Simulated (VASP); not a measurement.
# BaF2 (Frankdicksonite) (Fm-3m) in VASP: a series of runs

Runs on BaF2 (Frankdicksonite). Level: PBEsol. Tasks: single point.

Program: VASP 6.6.1. These are calculated values, not measurements. Logs are shortened: lines on timing, memory, paths and dates and some standing lists are left out, and cuts for length are marked.

## 1. The cell of the first run

Symmetry: Fm-3m, No. 225, cubic system. The conventional cell has a = 5.954 Å, b = 5.954 Å, c = 5.954 Å, α = 90.00°, β = 90.00°, γ = 90.00°. Within 3.4 Å of Ba (site symmetry m-3m) lie 8 F at 2.58 Å. Within 3.4 Å of F (site symmetry -43m) lie 4 Ba at 2.58 Å and 6 F at 2.98 Å.

## 2. Single point, PBEsol

Contents of INCAR:

```
SYSTEM = BaF2
PREC = Accurate ; ENCUT = 600
EDIFF = 1E-6 ; ISMEAR = 0
SIGMA = 0.01 ; LREAL = .FALSE.
LASPH = .TRUE. ; NELM = 120
ALGO = Normal ; ISIF = 2
LWAVE = .FALSE. ; LCHARG = .FALSE.
GGA = PS ; NBANDS = 19
GGA_COMPAT = .FALSE.
```

Contents of KPOINTS:

```
regular mesh
0
G
  6 6 6
  0 0 0
```

Contents of POSCAR:

```
BaF2
1.0
    0.0000000000      2.9771511247      2.9771511247
    2.9771511247      0.0000000000      2.9771511247
    2.9771511247      2.9771511247      0.0000000000
Ba F
1 2
Direct
    0.0000000000      0.0000000000      0.0000000000
    0.2500000000      0.2500000000      0.2500000000
    0.7500000000      0.7500000000      0.7500000000
```

Potentials or basis: VASP PAW PBE potentials, release 64 (Ba_sv, F).

Launch:

```console
$ cat potpaw_PBE.64/Ba_sv/POTCAR potpaw_PBE.64/F/POTCAR > POTCAR
$ mpirun -np 1 vasp_std > vasp.out
```

OUTCAR:

```text
SYSTEM = BaF2
   PREC = Accurate
   ENCUT = 600
   EDIFF = 1E-6
   ISMEAR = 0
   LREAL = .FALSE.
   LASPH = .TRUE.
   NELM = 120
   ISIF = 2
   GGA = PS

 ion  position               nearest neighbor table
   1  0.000  0.000  0.000-   3 2.58   3 2.58   3 2.58   2 2.58   3 2.58   2 2.58   2 2.58   2 2.58

   2  0.250  0.250  0.250-   1 2.58   1 2.58   1 2.58   1 2.58
   3  0.750  0.750  0.750-   1 2.58   1 2.58   1 2.58   1 2.58

  LATTYP: Found a face centered cubic cell.
 ALAT       =     5.9543022494

  Lattice vectors:

 A1 = (   0.0000000000,   2.9771511247,   2.9771511247)
 A2 = (   2.9771511247,   0.0000000000,   2.9771511247)
 A3 = (   2.9771511247,   2.9771511247,   0.0000000000)

Analysis of symmetry for initial positions (statically):
=====================================================================
 Subroutine PRICEL returns:
 Original cell was already a primitive cell.

 Routine SETGRP: Setting up the symmetry group for a
 face centered cubic supercell.

 Subroutine GETGRP returns: Found 48 space group operations
 (whereof 48 operations were pure point group operations)
 out of a pool of 48 trial point group operations.

The static configuration has the point symmetry O_h .

Analysis of symmetry for dynamics (positions and initial velocities):
=====================================================================
 Subroutine PRICEL returns:
 Original cell was already a primitive cell.

 Routine SETGRP: Setting up the symmetry group for a
 face centered cubic supercell.

 Subroutine GETGRP returns: Found 48 space group operations
 (whereof 48 operations were pure point group operations)
 out of a pool of 48 trial point group operations.

The dynamic configuration has the point symmetry O_h .

 Subroutine INISYM returns: Found 48 space group operations
 (whereof 48 operations are pure point group operations),
 and found     1 'primitive' translations

----------------------------------------------------------------------------------------

                                     Primitive cell

  volume of cell :      52.7755

  direct lattice vectors                    reciprocal lattice vectors
     0.000000000  2.977151125  2.977151125    -0.167945791  0.167945791  0.167945791
     2.977151125  0.000000000  2.977151125     0.167945791 -0.167945791  0.167945791
     2.977151125  2.977151125  0.000000000     0.167945791  0.167945791 -0.167945791

  length of vectors
     4.210327498  4.210327498  4.210327498     0.290890643  0.290890643  0.290890643

  position of ions in fractional coordinates (direct lattice)
     0.000000000  0.000000000  0.000000000
     0.250000000  0.250000000  0.250000000
     0.750000000  0.750000000  0.750000000

  ion indices of the primitive-cell ions
   primitive index   ion index
                 1           1
                 2           2
                 3           3

----------------------------------------------------------------------------------------

 KPOINTS: regular mesh

Automatic generation of k-mesh.
 Grid dimensions read from file:
 generate k-points for:    6    6    6

 Generating k-lattice:

  Cartesian coordinates                     Fractional coordinates (reciprocal lattice)
    -0.027990965  0.027990965  0.027990965     0.166666667  0.000000000  0.000000000
     0.027990965 -0.027990965  0.027990965     0.000000000  0.166666667  0.000000000
     0.027990965  0.027990965 -0.027990965     0.000000000  0.000000000  0.166666667

  Length of vectors
     0.048481774  0.048481774  0.048481774

  Shift w.r.t. Gamma in fractional coordinates (k-lattice)
     0.000000000  0.000000000  0.000000000

 Subroutine IBZKPT returns following result:
 ===========================================

 Found     16 irreducible k-points:

 Following reciprocal coordinates:
            Coordinates               Weight
  0.000000  0.000000  0.000000      1.000000
  0.166667  0.000000  0.000000      8.000000
  0.333333  0.000000  0.000000      8.000000
  0.500000  0.000000  0.000000      4.000000
  0.166667  0.166667  0.000000      6.000000
  0.333333  0.166667  0.000000     24.000000
[... 8 lines left out ...]
 -0.333333  0.333333  0.166667     24.000000
 -0.333333  0.500000  0.166667     12.000000
   k-points           NKPTS =     16   k-points in BZ     NKDIM =     16   number of bands    NBANDS=     19
   number of dos      NEDOS =    301   number of ions     NIONS =      3
   total plane-waves  NPLWV =  46656
   dimension x,y,z NGX =    36 NGY =   36 NGZ =   36
   dimension x,y,z NGXF=    72 NGYF=   72 NGZF=   72
   ions per type =               1   2
   NGX,Y,Z   is equivalent  to a cutoff of  14.21, 14.21, 14.21 a.u.
   NGXF,Y,Z  is equivalent  to a cutoff of  28.43, 28.43, 28.43 a.u.
 SYSTEM =  BaF2
   PREC   = accura    normal or accurate (medium, high low for compatibility)
   ISTART =      0    job   : 0-new  1-cont  2-samecut
   ICHARG =      2    charge: 1-file 2-atom 10-const
   ISPIN  =      1    spin polarized calculation?
   LNONCOLLINEAR =      F non collinear calculations
   LSORBIT =      F    spin-orbit coupling
   LASPH  =      T    aspherical Exc in radial PAW
   ENCUT  =  600.0 eV  44.10 Ry    6.64 a.u.   8.41  8.41  8.41*2*pi/ulx,y,z
   NELM   =    120;   NELMIN=  2; NELMDL= -5     # of ELM steps
   EDIFF  = 0.1E-05   stopping-criterion for ELM
   LREAL  =      F    real-space projection
   EDIFFG = 0.1E-04   stopping-criterion for IOM
   NSW    =      0    number of steps for IOM
   IBRION =     -1    ionic relax: 0-MD 1-quasi-New 2-CG
   NFREE  =      0    steps in history (QN), initial steepest desc. (CG)
   ISIF   =      2    stress and relaxation
   ISYM   =      2    0-nonsym 1-usesym 2-fastsym
   POTIM  = 0.5000    time-step for ionic-motion
   TEBEG  =    0.0;   TEEND  =   0.0 temperature during run
   PSTRESS=    0.0 pullay stress
   NELECT =      24.0000    total number of electrons
   NUPDOWN=      -1.0000    fix difference up-down
   EMIN   =  10.00;   EMAX   =-10.00  energy-range for DOS
   EFERMI =   0.00;   METHOD = LEGACY
   ISMEAR =     0;   SIGMA  =   0.01  broadening in eV -4-tet -1-fermi 0-gaus
   EFERMI_NEDOS =   21; number of points for ismear=-14 and -15
   IALGO  =     38    algorithm
   IMIX   =      4    mixing-type and parameters
     AMIX     =   0.40;   BMIX     =  1.00
     AMIX_MAG =   1.60;   BMIX_MAG =  1.00
  volume/ion in A,a.u.               =      17.59       118.72
  Fermi-wavevector in a.u.,A,eV,Ry     =   1.258928  2.379030 21.563884  1.584901
  Thomas-Fermi vector in A             =   2.392514
   LORBIT       =      0    0 simple, 1 ext, 2 COOP (PROOUT), +10 PAW based schemes
   GGA     = PS    functional components
   LHFCALC =     F    Hartree Fock is set to
   AEXX    =    0.0000 exact exchange contribution
   IVDW    =     0    specifies the selected vdW correction
   LEPSILON=     F    determine dielectric tensor
   LRPA    =     F    only Hartree local field effects (RPA)
 non-spin polarized calculation
 Gauss-broadening in eV      SIGMA  =   0.01
  energy-cutoff  :      600.00
  volume of cell :       52.78
 maximum number of plane-waves:      1807
 NGX is ok and might be reduce to    36
   NGX = 17   NGY = 17   NGZ = 17

 number of electron      24.0000002 magnetization

 Free energy of the ion-electron system (eV)
  ---------------------------------------------------
  ext. energy  EPLUGINS =         0.00000000
  ---------------------------------------------------
  free energy    TOTEN  =       -17.48219183 eV

  energy without entropy =      -17.48219183  energy(sigma->0) =      -17.48219183

 E-fermi :  -1.5194     XC(G=0):  -9.5071

 val. band max:       -1.6592444312   @ k =  -0.3333   0.1667   0.0000
 cond. band min:       5.4842980316   @ k =   0.0000   0.0000   0.0000
 fundamental gap:      7.1435424628
 Fermi energy:        -1.5194270526

 k-point     1 :       0.0000    0.0000    0.0000
  band No.  band energies     occupation
      1     -24.5408      2.00000
      2     -20.6760      2.00000
      3     -20.3819      2.00000
      4      -9.1124      2.00000
      5      -9.1124      2.00000
      6      -9.1124      2.00000
[... 11 lines left out ...]
     18      10.6757      0.00000
     19      14.4753      0.00000

 k-point     2 :       0.1667    0.0000    0.0000
  band No.  band energies     occupation
      1     -24.4455      2.00000
      2     -20.7163      2.00000
      3     -20.5039      2.00000
      4      -9.1917      2.00000
      5      -9.1838      2.00000
      6      -9.1838      2.00000
[... 11 lines left out ...]
     18      10.6887      0.00000
     19      13.4113      0.00000

 k-point     3 :       0.3333    0.0000    0.0000
  band No.  band energies     occupation
      1     -24.2323      2.00000
      2     -20.8905      2.00000
      3     -20.6775      2.00000
      4      -9.3170      2.00000
      5      -9.3170      2.00000
      6      -9.3128      2.00000
[... 11 lines left out ...]
     18      10.7518      0.00000
     19      12.6977      0.00000

 k-point     4 :       0.5000    0.0000    0.0000
  band No.  band energies     occupation
      1     -24.1106      2.00000
      2     -21.0381      2.00000
      3     -20.7192      2.00000
      4      -9.3794      2.00000
      5      -9.3794      2.00000
      6      -9.3591      2.00000
[... 231 lines left out ...]
     18      11.7490      0.00000
     19      13.7503      0.00000

 k-point    15 :      -0.3333    0.3333    0.1667
  band No.  band energies     occupation
      1     -23.9877      2.00000
      2     -21.0136      2.00000
      3     -20.9316      2.00000
      4      -9.6973      2.00000
      5      -9.3118      2.00000
      6      -9.3078      2.00000
[... 11 lines left out ...]
     18      12.6137      0.00000
     19      13.5507      0.00000

 k-point    16 :      -0.3333    0.5000    0.1667
  band No.  band energies     occupation
      1     -23.9434      2.00000
      2     -21.0767      2.00000
      3     -20.9322      2.00000
      4      -9.7879      2.00000
      5      -9.5257      2.00000
      6      -9.0469      2.00000
[... 11 lines left out ...]
     18      13.9283      0.00000
     19      14.3502      0.00000

------------------------ aborting loop because EDIFF is reached ----------------------------------------

  FORCE on cell =-STRESS in cart. coord.  units (eV):
  Direction    XX          YY          ZZ          XY          YZ          ZX
  --------------------------------------------------------------------------------------
  -------------------------------------------------------------------------------------
  Total        2.9208698      2.9208698      2.9208698      0.0000000      0.0000000      0.0000000
  in kB       88.6727439     88.6727439     88.6727439      0.0000000      0.0000000      0.0000000
  external PRESSURE =      88.6727439 kB  Pullay stress =       0.0000000 kB

 VOLUME and BASIS-vectors are now :
 -----------------------------------------------------------------------------
  energy-cutoff  :      600.00
  volume of cell :       52.78
      direct lattice vectors                 reciprocal lattice vectors
     0.000000000  2.977151125  2.977151125    -0.167945791  0.167945791  0.167945791
     2.977151125  0.000000000  2.977151125     0.167945791 -0.167945791  0.167945791
     2.977151125  2.977151125  0.000000000     0.167945791  0.167945791 -0.167945791

 POSITION                                       TOTAL-FORCE (eV/Angst)
 -----------------------------------------------------------------------------------
      0.00000      0.00000      0.00000         0.000000      0.000000      0.000000
      1.48858      1.48858      1.48858        -0.000000     -0.000000     -0.000000
      4.46573      4.46573      4.46573         0.000000      0.000000      0.000000
 -----------------------------------------------------------------------------------
    total drift:                                0.000000      0.000000      0.000000

  FREE ENERGIE OF THE ION-ELECTRON SYSTEM (eV)
  ---------------------------------------------------
  free  energy   TOTEN  =       -17.4821918276 eV

  energy  without entropy=      -17.4821918276  energy(sigma->0) =      -17.48219183
```

Wall time 25 s (1 thread of Intel Xeon Platinum 8488C (Sapphire Rapids), shared host); peak memory 0.2 GiB.

What came out:

```
Free energy            : -17.4822 eV
Pressure               : 8.9 GPa
Band gap on the k mesh : 7.14 eV, indirect (least direct gap 7.28 eV)
```

Caveat: the PAW data sets were made with another functional, which shifts forces and pressure a little; spin-orbit coupling is left out, which moves the levels of the heavy elements. A k mesh can miss the band edges.

## 3. Single point, PBEsol

This run uses another cell than the first one, of 18.21 Å³/atom, 1.035 times its volume.

Contents of INCAR:

```
SYSTEM = BaF2
ALGO = Normal
EDIFF = 1E-6
ENCUT = 600
GGA = PS
GGA_COMPAT = .False.
ISIF = 2
ISMEAR = 0
LASPH = .True.
LCHARG = .False.
LREAL = .False.
LWAVE = .False.
NBANDS = 19
NELM = 120
PREC = Accurate
SIGMA = 0.01
```

Contents of KPOINTS:

```
k-points
0
Gamma
  6 6 6
  0 0 0
```

Contents of POSCAR:

```
BaF2
1.0
    0.0000000000      3.0115776277      3.0115776277
    3.0115776277      0.0000000000      3.0115776277
    3.0115776277      3.0115776277      0.0000000000
Ba F
1 2
Direct
    0.0000000000      0.0000000000      0.0000000000
    0.2500000000      0.2500000000      0.2500000000
    0.7500000000      0.7500000000      0.7500000000
```

Potentials or basis: VASP PAW PBE potentials, release 64 (Ba_sv, F).

Launch:

```console
$ cat potpaw_PBE.64/Ba_sv/POTCAR potpaw_PBE.64/F/POTCAR > POTCAR
$ mpirun -np 1 vasp_std > vasp.out
```

It took 31 s on 1 thread of Intel Xeon Platinum 8488C (Sapphire Rapids), shared host; peak memory 0.2 GiB.

The run converged. Its results:

| Property | Result |
| --- | --- |
| Free energy | -17.5684 eV |
| Pressure | 5.6 GPa |
| Band gap on the k mesh | 7.01 eV, indirect (least direct gap 7.12 eV) |

Levels at points of the mesh, in eV from the valence-band top:
| k point | band 10 | band 11 | band 12 | band 13 | band 14 | band 15 |
| --- | --- | --- | --- | --- | --- | --- |
| (0.00, 0.00, 0.00) | -0.11 | -0.11 | -0.11 | 7.01 | 9.43 | 9.43 |
| (0.50, 0.00, 0.00) | -0.34 | -0.14 | -0.14 | 9.47 | 9.47 | 9.55 |
| (0.50, 0.50, 0.00) | -0.24 | -0.24 | -0.21 | 7.32 | 9.36 | 11.18 |

Caveat: the PAW data sets were made with another functional, which shifts forces and pressure a little; spin-orbit coupling is left out, which moves the levels of the heavy elements. A k mesh can miss the band edges.

## 4. Single point, PBEsol

This run uses another cell than the first one, of 18.97 Å³/atom, 1.078 times its volume.

Contents of INCAR:

```
SYSTEM = BaF2
PREC = Accurate ; ENCUT = 600
EDIFF = 1E-6 ; ISMEAR = 0
SIGMA = 0.01 ; LREAL = .FALSE.
LASPH = .TRUE. ; NELM = 120
ALGO = Normal ; ISIF = 2
LWAVE = .FALSE. ; LCHARG = .FALSE.
GGA = PS ; NBANDS = 19
GGA_COMPAT = .FALSE.
```

Contents of KPOINTS:

```
regular mesh
0
G
  6 6 6
  0 0 0
```

Contents of POSCAR:

```
BaF2
1.0
    0.0000000000      3.0528502487      3.0528502487
    3.0528502487      0.0000000000      3.0528502487
    3.0528502487      3.0528502487      0.0000000000
Ba F
1 2
Direct
    0.0000000000      0.0000000000      0.0000000000
    0.2500000000      0.2500000000      0.2500000000
    0.7500000000      0.7500000000      0.7500000000
```

Launch:

```console
$ cat potpaw_PBE.64/Ba_sv/POTCAR potpaw_PBE.64/F/POTCAR > POTCAR
$ mpirun -np 1 vasp_std > vasp.out
```

Wall time 27 s (1 thread of Intel Xeon Platinum 8488C (Sapphire Rapids), shared host); peak memory 0.2 GiB.

The run converged. Its results:

| Quantity | Value |
| --- | --- |
| Free energy | -17.6278 eV |
| Pressure | 2.3 GPa |
| Band gap on the k mesh | 6.84 eV, indirect (least direct gap 6.92 eV) |

Levels at points of the mesh, in eV from the valence-band top:
```csv
k point,band 9,band 10,band 11,band 12,band 13,band 14,band 15,band 16
"(0.00, 0.00, 0.00)",-1.66,-0.09,-0.09,-0.09,6.84,9.29,9.29,11.71
"(0.50, 0.00, 0.00)",-0.72,-0.34,-0.15,-0.15,9.29,9.31,9.31,9.87
"(0.50, 0.50, 0.00)",-0.41,-0.28,-0.28,-0.16,7.26,9.15,10.93,12.29
```

Caveat: the PAW data sets were made with another functional, which shifts forces and pressure a little; spin-orbit coupling is left out, which moves the levels of the heavy elements.

## 5. Single point, PBEsol

This run uses another cell than the first one, of 18.70 Å³/atom, 1.063 times its volume.

Contents of INCAR:

```
SYSTEM = BaF2
ALGO = Normal ; EDIFF = 1E-6
ENCUT = 600 ; GGA = PS
GGA_COMPAT = .FALSE. ; ISIF = 2
ISMEAR = 0 ; LASPH = .TRUE.
LCHARG = .FALSE. ; LREAL = .FALSE.
LWAVE = .FALSE. ; NBANDS = 19
NELM = 120 ; PREC = Accurate
SIGMA = 0.01
```

Contents of KPOINTS:

```
k-points
0
G
  6 6 6
  0 0 0
```

Contents of POSCAR:

```
BaF2
1.0
    0.0000000000      3.0382027012      3.0382027012
    3.0382027012      0.0000000000      3.0382027012
    3.0382027012      3.0382027012      0.0000000000
Ba F
1 2
Direct
    0.0000000000      0.0000000000      0.0000000000
    0.2500000000      0.2500000000      0.2500000000
    0.7500000000      0.7500000000      0.7500000000
```

Launch:

```console
$ cat potpaw_PBE.64/Ba_sv/POTCAR potpaw_PBE.64/F/POTCAR > POTCAR
$ mpirun -np 1 vasp_std > vasp.out
```

It took 29 s on 1 thread of Intel Xeon Platinum 8488C (Sapphire Rapids), shared host; peak memory 0.2 GiB.

It converged, with:

| Property | Result |
| --- | --- |
| Free energy | -17.6119 eV |
| Pressure | 3.4 GPa |
| Band gap on the k mesh | 6.90 eV, indirect (least direct gap 6.99 eV) |

Levels at points of the mesh, in eV from the valence-band top:
```csv
k point,band 10,band 11,band 12,band 13,band 14,band 15
"(0.00, 0.00, 0.00)",-0.09,-0.09,-0.09,6.90,9.34,9.34
"(0.50, 0.00, 0.00)",-0.34,-0.15,-0.15,9.37,9.37,9.38
"(0.50, 0.50, 0.00)",-0.27,-0.27,-0.18,7.28,9.22,11.02
```

Caveat: the PAW data sets were made with another functional, which shifts forces and pressure a little; spin-orbit coupling is left out, which moves the levels of the heavy elements.

## 6. Overview

| cell | gap on the mesh (eV) | pressure (GPa) |
| --- | --- | --- |
| a = 4.210 Å, angles 60.0°, 3 atoms | 7.14 | 8.9 |
| a = 4.259 Å, angles 60.0°, 3 atoms | 7.01 | 5.6 |
| a = 4.317 Å, angles 60.0°, 3 atoms | 6.84 | 2.3 |
| a = 4.297 Å, angles 60.0°, 3 atoms | 6.90 | 3.4 |

Alike in all rows: task single point; level PBEsol; potentials or basis VASP PAW PBE potentials, release 64 (Ba_sv, F); no spin polarisation; k mesh 6 × 6 × 6; cutoff (eV) 600; smearing gaussian 0.01 eV.

Caveats: the PAW data sets were made with another functional, which shifts forces and pressure a little; spin-orbit coupling is left out, which moves the levels of the heavy elements.

Absolute energies hang on the potentials; compare differences alone.
